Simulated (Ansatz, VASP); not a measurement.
## Two plane-wave programs on Eu

INCAR

```
SYSTEM = Eu
PREC     = Accurate       ! precision mode
ENCUT    = 520            ! plane-wave cutoff, eV
EDIFF    = 1E-6           ! SCF threshold, eV
ISMEAR   = 0              ! smearing method
SIGMA    = 0.05           ! smearing width, eV
LREAL    = .False.        ! projectors in reciprocal space
LASPH    = .True.         ! aspherical terms in the spheres
NELM     = 150            ! most SCF steps
ALGO     = Normal         ! electronic algorithm
ISIF     = 2              ! what is computed and relaxed
LWAVE    = .False.        ! write WAVECAR
LCHARG   = .True.         ! write CHGCAR
ISPIN    = 2              ! spin polarisation
MAGMOM   = 7.93           ! initial moments
LORBIT   = 11             ! projections on sites
LMAXMIX  = 6              ! l up to which the mixer works
LDAU     = .True.         ! DFT+U
LDAUTYPE = 2            
LDAUL    = 3              ! shell
LDAUU    = 6              ! U, eV
LDAUJ    = 0            
LDAUPRINT= 1            
GGA      = PE             ! functional
LELF     = .True.         ! ELF
LVHAR    = .True.       
NBANDS   = 18             ! bands
```

KPOINTS

```
Automatic mesh
0
Gamma
  6 6 6
  0 0 0
```

The input POSCAR:

```
Eu
1.0
    0.0000000000      2.8812475319      2.8812475319
    2.8812475319      0.0000000000      2.8812475319
    2.8812475319      2.8812475319      0.0000000000
Eu
1
Direct
    0.0000000000      0.0000000000      0.0000000000
```

Input for Ansatz:

```yaml
crystal:
  lattice:
    - [0.0, 2.8812475319, 2.8812475319]
    - [2.8812475319, 0.0, 2.8812475319]
    - [2.8812475319, 2.8812475319, 0.0]
  atoms:
    - { symbol: Eu, position: [0.0, 0.0, 0.0], spin: 7.93 }
basis:
  ecutwfc: 600
  ecutrho_ratio: 5
kpoints:
  mp_grid: { grid: [6, 6, 6] }
hamiltonian:
  xc: pbe
  hubbard: { sites: [{ species: Eu, l: f, u_eff: 6.0 }] }
scf:
  occupations: { method: gaussian, width: 0.05 }
  lower_state_search: "off"
output:
  forces: true
  stress: true
  eigenvalues: true
  populations: true
  hubbard: { sites: [{ species: Eu, l: f }] }
magnetization:
  spin_polarized: true
checkpoint:
  read: start.run
  write: ck
  compress: false
  write_wavefunctions: false
  write_every: 100000
```

Alike in both runs: task single point; functional PBE; k mesh 6 × 6 × 6; occupations gaussian, width 0.05 eV; collinear spin; Hubbard terms Eu f U = 6.0 eV.

|  | VASP | Ansatz |
| --- | --- | --- |
| version | VASP 6.6.1 | Ansatz 0.2.0 |
| potentials or method | VASP PAW PBE potentials, release 64 (Eu), cutoff 520 eV | scalar-relativistic, plane waves, PAW |
| valence electrons in the cell | 17 | 17 |

```tsv
	VASP	Ansatz	Ansatz less VASP
gap on the k mesh at the Fermi level (eV)	none	none	-
pressure (GPa)	0.2	0.0	-0.17
net moment per atom (μB)	7.44	7.44	0.000
size of the moment on the site where the two differ most (μB)	6.83	7.21	+0.381
```

Site moments also hang on the region over which each program counts them. The programs project onto different local orbitals, so the same U acts differently, and such runs can settle in different states. A gap of «none» marks a metal or a gap that the smearing closes. Ansatz's warnings: filled band counts differ across k points, stability check not made.

Neither program's run includes spin-orbit coupling.
